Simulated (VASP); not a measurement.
Write the native input for VASP 6.6.1 that does the following.

```yaml
Task: single point
Functional: PBEsol
Potentials_or_basis: VASP PAW PBE potentials, release 64 (Al, N)
Cutoff: 520 eV
k_mesh: 10 × 10 × 10
Occupations: gaussian, width 0.05 eV
Spin: no spin polarisation
Dipole_correction: no
Further_INCAR_settings: ALGO = Normal; EDIFF = 1e-06; NBANDS = 11
```

The structure of AlN lies in POSCAR:

```
AlN
1.0
    0.0545400163      2.0499064675      2.0499064675
    2.0499064675      0.0545400163      2.0499064675
    2.0499064675      2.0499064675      0.0545400163
Al N
1 1
Direct
    0.5000000000      0.5000000000      0.5000000000
    0.0000000000      0.0000000000      0.0000000000
```

One way to write it, as run:

INCAR

```
SYSTEM = AlN
  PREC = Accurate
  ENCUT = 520
  EDIFF = 1E-6
  ISMEAR = 0
  SIGMA = 0.05
  LREAL = .FALSE.
  LASPH = .TRUE.
  NELM = 80
  ALGO = Normal
  ISIF = 2
  LWAVE = .FALSE.
  LCHARG = .FALSE.
  GGA = PS
  NBANDS = 11
```

KPOINTS

```
Automatic mesh
0
G
  10 10 10
  0 0 0
```

Potentials or basis: VASP PAW PBE potentials, release 64 (Al, N).

Launch:

```console
$ cat potpaw_PBE.64/Al/POTCAR potpaw_PBE.64/N/POTCAR > POTCAR
$ mpirun -np 1 vasp_std > vasp.out
```

It gave:

The pressure is 0.2 GPa and the band gap on the k mesh is 4.11 eV, indirect (least direct gap 5.36 eV).

Caveat: the PAW data sets were made with another functional, which shifts forces and pressure a little.

Wall time 18 s on 1 thread of Intel Xeon 6975P-C, on a shared host, peak memory 0.15 GiB.
